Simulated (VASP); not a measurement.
# Be2Co (Fmmm) in VASP: single point with PBE

Aim: the single point of Be2Co with PBE.

Everything below comes from runs of VASP 6.6.1. Logs are shortened: lines on timing, memory, paths and dates and some standing lists are left out, and cuts for length are marked.

**1. The cell of the first run**

Symmetry: Fmmm, No. 69, orthorhombic system. Conventional cell: a = 2.677 Å, b = 3.839 Å, c = 10.665 Å, α = 90.00°, β = 90.00°, γ = 90.00°. Co (site symmetry mmm) has 8 Be at 2.20 to 2.60 Å and 6 Co at 2.34 to 2.68 Å within 2.9 Å. Within 2.9 Å of Be (site symmetry mm2) lie 4 Co at 2.20 to 2.60 Å and 10 Be at 2.27 to 2.68 Å.

**2. Single point, PBE, collinear spin, ferromagnetic start**

INCAR reads:

```
SYSTEM = Be2Co
ALGO = Normal
EDIFF = 1E-6
ENCUT = 520
GGA = PE
ISIF = 2
ISMEAR = -1
ISPIN = 2
LASPH = .True.
LCHARG = .False.
LMAXMIX = 4
LORBIT = 11
LREAL = .False.
LWAVE = .False.
MAGMOM = 2 0 0
NBANDS = 18
NELM = 150
PREC = Accurate
SIGMA = 0.05
```

KPOINTS reads:

```
k-points
0
Gamma
  12 12 12
  0 0 0
```

POSCAR reads:

```
Be2Co
1.0
    0.0000000000      1.9194920000      5.3325430000
    1.3384940000      0.0000000000      5.3325430000
    1.3384940000      1.9194920000      0.0000000000
Co Be
1 2
Direct
    0.0000000000      0.0000000000      0.0000000000
    0.6639420000      0.6639420000      0.3360580000
    0.3360580000      0.3360580000      0.6639420000
```

Potentials or basis: VASP PAW PBE potentials, release 64 (Co, Be).

Launch:

```bash
cat potpaw_PBE.64/Co/POTCAR potpaw_PBE.64/Be/POTCAR > POTCAR
mpirun -np 1 vasp_std > vasp.out
```

OUTCAR:

```text
SYSTEM = Be2Co
   EDIFF = 1E-6
   ENCUT = 520
   GGA = PE
   ISIF = 2
   ISMEAR = -1
   ISPIN = 2
   LASPH = .True.
   LORBIT = 11
   LREAL = .False.
   NELM = 150
   PREC = Accurate

 ion  position               nearest neighbor table
   1  0.000  0.000  0.000-   2 2.20   2 2.20   3 2.20   3 2.20   3 2.60   2 2.60   2 2.60   3 2.60

   2  0.664  0.664  0.336-   1 2.20   1 2.20   3 2.27   3 2.27   1 2.60   1 2.60
   3  0.336  0.336  0.664-   1 2.20   1 2.20   2 2.27   2 2.27   1 2.60   1 2.60

  LATTYP: Found a face centered orthorhombic cell.
 ALAT       =     2.6769880000
 B/A-ratio  =     1.4340684381
 C/A-ratio  =     3.9839872274

  Lattice vectors:

 A1 = (   0.0000000000,   1.9194920000,   5.3325430000)
 A2 = (   1.3384940000,   0.0000000000,   5.3325430000)
 A3 = (   1.3384940000,   1.9194920000,   0.0000000000)

Analysis of symmetry for initial positions (statically):
=====================================================================
 Subroutine PRICEL returns:
 Original cell was already a primitive cell.

 Routine SETGRP: Setting up the symmetry group for a
 face centered orthorhombic supercell.

 Subroutine GETGRP returns: Found  8 space group operations
 (whereof  8 operations were pure point group operations)
 out of a pool of  8 trial point group operations.

The static configuration has the point symmetry D_2h.

Analysis of symmetry for dynamics (positions and initial velocities):
=====================================================================
 Subroutine PRICEL returns:
 Original cell was already a primitive cell.

 Routine SETGRP: Setting up the symmetry group for a
 face centered orthorhombic supercell.

 Subroutine GETGRP returns: Found  8 space group operations
 (whereof  8 operations were pure point group operations)
 out of a pool of  8 trial point group operations.

The dynamic configuration has the point symmetry D_2h.

Analysis of structural, dynamic, and magnetic symmetry:
=====================================================================
 Subroutine PRICEL returns:
 Original cell was already a primitive cell.

 Routine SETGRP: Setting up the symmetry group for a
 face centered orthorhombic supercell.

 Subroutine GETGRP returns: Found  8 space group operations
 (whereof  8 operations were pure point group operations)
 out of a pool of  8 trial point group operations.

The overall configuration has the point symmetry D_2h.

 Subroutine INISYM returns: Found  8 space group operations
 (whereof  8 operations are pure point group operations),
 and found     1 'primitive' translations

----------------------------------------------------------------------------------------

                                     Primitive cell

  volume of cell :      27.4010

  direct lattice vectors                    reciprocal lattice vectors
     0.000000000  1.919492000  5.332543000    -0.373554159  0.260485587  0.093763895
     1.338494000  0.000000000  5.332543000     0.373554159 -0.260485587  0.093763895
     1.338494000  1.919492000  0.000000000     0.373554159  0.260485587 -0.093763895

  length of vectors
     5.667491895  5.497961535  2.340088829     0.464959265  0.464959265  0.464959265

  position of ions in fractional coordinates (direct lattice)
     0.000000000  0.000000000  0.000000000
     0.663942000  0.663942000  0.336058000
     0.336058000  0.336058000  0.663942000

  ion indices of the primitive-cell ions
   primitive index   ion index
                 1           1
                 2           2
                 3           3

----------------------------------------------------------------------------------------

 KPOINTS: k-points

Automatic generation of k-mesh.
 Grid dimensions read from file:
 generate k-points for:   12   12   12

 Generating k-lattice:

  Cartesian coordinates                     Fractional coordinates (reciprocal lattice)
    -0.031129513  0.021707132  0.007813658     0.083333333  0.000000000  0.000000000
     0.031129513 -0.021707132  0.007813658    -0.000000000  0.083333333 -0.000000000
     0.031129513  0.021707132 -0.007813658     0.000000000  0.000000000  0.083333333

  Length of vectors
     0.038746605  0.038746605  0.038746605

  Shift w.r.t. Gamma in fractional coordinates (k-lattice)
     0.000000000  0.000000000  0.000000000

 Subroutine IBZKPT returns following result:
 ===========================================

 Found    280 irreducible k-points:

 Following reciprocal coordinates:
            Coordinates               Weight
  0.000000  0.000000  0.000000      1.000000
  0.083333  0.000000  0.000000      8.000000
  0.166667  0.000000  0.000000      8.000000
  0.250000  0.000000  0.000000      8.000000
  0.333333  0.000000  0.000000      8.000000
  0.416667  0.000000 -0.000000      8.000000
[... 16 lines left out ...]
  0.500000  0.166667 -0.000000      8.000000
 -0.416667  0.166667  0.000000      8.000000
 [... further k-points ...]
   k-points           NKPTS =    280   k-points in BZ     NKDIM =    280   number of bands    NBANDS=     18
   number of dos      NEDOS =    301   number of ions     NIONS =      3
   total plane-waves  NPLWV =  31752
   dimension x,y,z NGX =    42 NGY =   42 NGZ =   18
   dimension x,y,z NGXF=    84 NGYF=   84 NGZF=   36
   ions per type =               1   2
   NGX,Y,Z   is equivalent  to a cutoff of  12.32, 12.70, 12.79 a.u.
   NGXF,Y,Z  is equivalent  to a cutoff of  24.64, 25.40, 25.58 a.u.
 SYSTEM =  Be2Co
   PREC   = accura    normal or accurate (medium, high low for compatibility)
   ISTART =      0    job   : 0-new  1-cont  2-samecut
   ICHARG =      2    charge: 1-file 2-atom 10-const
   ISPIN  =      2    spin polarized calculation?
   LNONCOLLINEAR =      F non collinear calculations
   LSORBIT =      F    spin-orbit coupling
   LASPH  =      T    aspherical Exc in radial PAW
   ENCUT  =  520.0 eV  38.22 Ry    6.18 a.u.  10.54 10.22  4.35*2*pi/ulx,y,z
   NELM   =    150;   NELMIN=  2; NELMDL= -5     # of ELM steps
   EDIFF  = 0.1E-05   stopping-criterion for ELM
   LREAL  =      F    real-space projection
   EDIFFG = 0.1E-04   stopping-criterion for IOM
   NSW    =      0    number of steps for IOM
   IBRION =     -1    ionic relax: 0-MD 1-quasi-New 2-CG
   NFREE  =      0    steps in history (QN), initial steepest desc. (CG)
   ISIF   =      2    stress and relaxation
   ISYM   =      2    0-nonsym 1-usesym 2-fastsym
   POTIM  = 0.5000    time-step for ionic-motion
   TEBEG  =    0.0;   TEEND  =   0.0 temperature during run
   PSTRESS=    0.0 pullay stress
   NELECT =      13.0000    total number of electrons
   NUPDOWN=      -1.0000    fix difference up-down
   EMIN   =  10.00;   EMAX   =-10.00  energy-range for DOS
   EFERMI =   0.00;   METHOD = LEGACY
   ISMEAR =    -1;   SIGMA  =   0.05  broadening in eV -4-tet -1-fermi 0-gaus
   EFERMI_NEDOS =   21; number of points for ismear=-14 and -15
   IALGO  =     38    algorithm
   IMIX   =      4    mixing-type and parameters
     AMIX     =   0.40;   BMIX     =  1.00
     AMIX_MAG =   1.60;   BMIX_MAG =  1.00
  volume/ion in A,a.u.               =       9.13        61.64
  Fermi-wavevector in a.u.,A,eV,Ry     =   1.276831  2.412862 22.181560  1.630299
  Thomas-Fermi vector in A             =   2.409465
   LORBIT       =     11    0 simple, 1 ext, 2 COOP (PROOUT), +10 PAW based schemes
   GGA     = PE    functional components
   LHFCALC =     F    Hartree Fock is set to
   AEXX    =    0.0000 exact exchange contribution
   IVDW    =     0    specifies the selected vdW correction
   LEPSILON=     F    determine dielectric tensor
   LRPA    =     F    only Hartree local field effects (RPA)
 spin polarized calculation
  energy-cutoff  :      520.00
  volume of cell :       27.40
 maximum number of plane-waves:       751
   NGX = 21   NGY = 21   NGZ =  9

 number of electron      13.0000002 magnetization       1.0436336

 Free energy of the ion-electron system (eV)
  ---------------------------------------------------
  ext. energy  EPLUGINS =         0.00000000
  ---------------------------------------------------
  free energy    TOTEN  =       -14.61137612 eV

  energy without entropy =      -14.59341054  energy(sigma->0) =      -14.60239333

 E-fermi :   7.9284     XC(G=0): -11.5966

 val. band max:        7.9223939412   @ k =  -0.4167   0.2500   0.2500
 cond. band min:       7.9302535054   @ k =  -0.0833   0.0833   0.1667
 fundamental gap:      0.0078595642
 Fermi energy:         7.9284498053

 spin component 1

 k-point     1 :       0.0000    0.0000    0.0000
  band No.  band energies     occupation
      1      -2.1770      1.00000
      2       1.5561      1.00000
      3       2.6127      1.00000
      4       4.7319      1.00000
      5       5.2760      1.00000
      6       6.4364      1.00000
[... 10 lines left out ...]
     17      30.9993      0.00000
     18      31.8502      0.00000
[... 463 lines left out ...]
 k-point    24 :      -0.4167    0.1667    0.0000
  band No.  band energies     occupation
      1       2.2939      1.00000
      2       3.0016      1.00000
      3       4.1657      1.00000
      4       4.6136      1.00000
      5       5.8588      1.00000
      6       6.7720      1.00000
[... 10 lines left out ...]
     17      27.7408      0.00000
     18      29.3284      0.00000

 [... further k-points ...]

 spin component 2

 k-point     1 :       0.0000    0.0000    0.0000
  band No.  band energies     occupation
      1      -2.1585      1.00000
      2       1.6947      1.00000
      3       2.5590      1.00000
      4       5.6655      1.00000
      5       5.9630      1.00000
      6       7.6445      0.99660
[... 10 lines left out ...]
     17      31.0326      0.00000
     18      31.9316      0.00000
[... 463 lines left out ...]
 k-point    24 :      -0.4167    0.1667    0.0000
  band No.  band energies     occupation
      1       2.4205      1.00000
      2       3.2834      1.00000
      3       4.7370      1.00000
      4       5.1785      1.00000
      5       6.0984      1.00000
      6       7.9759      0.27891
[... 10 lines left out ...]
     17      27.8142      0.00000
     18      29.3497      0.00000

 [... further k-points ...]
[... 5 lines left out ...]
  --------------------------------------------------------------------------------------
  -------------------------------------------------------------------------------------
  Total        0.1422261     -0.5324223      0.1223094      0.0000000      0.0000000      0.0000000
  in kB        8.3161588    -31.1314791      7.1516019      0.0000000      0.0000000      0.0000000
  external PRESSURE =      -5.2212395 kB  Pullay stress =       0.0000000 kB

 VOLUME and BASIS-vectors are now :
 -----------------------------------------------------------------------------
  energy-cutoff  :      520.00
  volume of cell :       27.40
      direct lattice vectors                 reciprocal lattice vectors
     0.000000000  1.919492000  5.332543000    -0.373554159  0.260485587  0.093763895
     1.338494000  0.000000000  5.332543000     0.373554159 -0.260485587  0.093763895
     1.338494000  1.919492000  0.000000000     0.373554159  0.260485587 -0.093763895

 POSITION                                       TOTAL-FORCE (eV/Angst)
 -----------------------------------------------------------------------------------
      0.00000      0.00000      0.00000         0.000000      0.000000      0.000000
      1.33849      1.91949      7.08100         0.000000      0.000000      0.069050
      1.33849      1.91949      3.58409         0.000000      0.000000     -0.069050
 -----------------------------------------------------------------------------------
    total drift:                                0.000000      0.000000     -0.000000

  FREE ENERGIE OF THE ION-ELECTRON SYSTEM (eV)
  ---------------------------------------------------
  free  energy   TOTEN  =       -14.6113761166 eV

  energy  without entropy=      -14.5934105390  energy(sigma->0) =      -14.60239333

 total charge

# of ion       s       p       d       tot
------------------------------------------
    1        0.510   0.615   7.382   8.508
    2        0.407   0.650   0.000   1.057
    3        0.407   0.650   0.000   1.057
--------------------------------------------------
tot          1.325   1.915   7.382  10.622

 magnetization (x)

# of ion       s       p       d       tot
------------------------------------------
    1        0.001  -0.009   1.074   1.066
    2       -0.001  -0.011   0.000  -0.012
    3       -0.001  -0.011   0.000  -0.012
--------------------------------------------------
tot         -0.001  -0.031   1.074   1.042
```

Run time: 8.7 min. Hardware: 1 thread of Intel Xeon Platinum 8375C at 2.90GHz (Ice Lake), shared host; peak memory 0.36 GiB.

What came out:

```
Free energy                                           : -14.6114 eV
Pressure                                              : -0.5 GPa
Largest force                                         : 0.069 eV/Å
Net moment                                            : 1.04 μB per cell
Site moments                                          : Co +1.07; Be -0.01 μB
Valence electrons inside the program's atomic spheres : Co 8.51; Be 1.06
```

Forces in eV/Å, atoms in the order of the input:
```
Co   0.000  0.000  0.000
Be   0.000  0.000  0.069
Be   0.000  0.000 -0.069
```

Stress tensor (GPa, compression positive):
```
 0.83  0.00  0.00
 0.00 -3.11  0.00
 0.00  0.00  0.72
```

Levels at points of the mesh, in eV from the Fermi level:
Spin up:
```csv
k point,band 4,band 5,band 6,band 7,band 8,band 9,band 10,band 11
"(0.00, 0.00, 0.00)",-3.20,-2.65,-1.49,-1.09,-0.94,8.90,11.40,12.41
"(0.50, 0.00, 0.00)",-3.53,-1.67,-1.17,-0.87,-0.16,3.94,4.51,7.10
"(0.50, 0.50, 0.00)",-3.20,-1.68,-1.52,-1.09,-0.94,4.97,11.83,14.41
"(0.50, 0.00, 0.50)",-2.11,-1.94,0.13,1.91,3.24,4.43,4.57,6.06
"(0.00, 0.50, 0.50)",-1.80,-0.81,-0.64,0.13,1.28,5.02,5.34,6.21
```
Spin down:
| k point | band 4 | band 5 | band 6 | band 7 | band 8 | band 9 |
| --- | --- | --- | --- | --- | --- | --- |
| (0.00, 0.00, 0.00) | -2.26 | -1.97 | -0.28 | -0.02 | 0.47 | 8.91 |
| (0.50, 0.00, 0.00) | -3.00 | -1.70 | 0.00 | 0.42 | 0.74 | 4.37 |
| (0.50, 0.50, 0.00) | -2.26 | -1.71 | -0.28 | -0.08 | 0.47 | 5.30 |
| (0.50, 0.00, 0.50) | -1.40 | -1.17 | 1.26 | 2.10 | 3.67 | 4.52 |
| (0.00, 0.50, 0.50) | -0.93 | -0.82 | 0.02 | 1.26 | 1.29 | 5.01 |
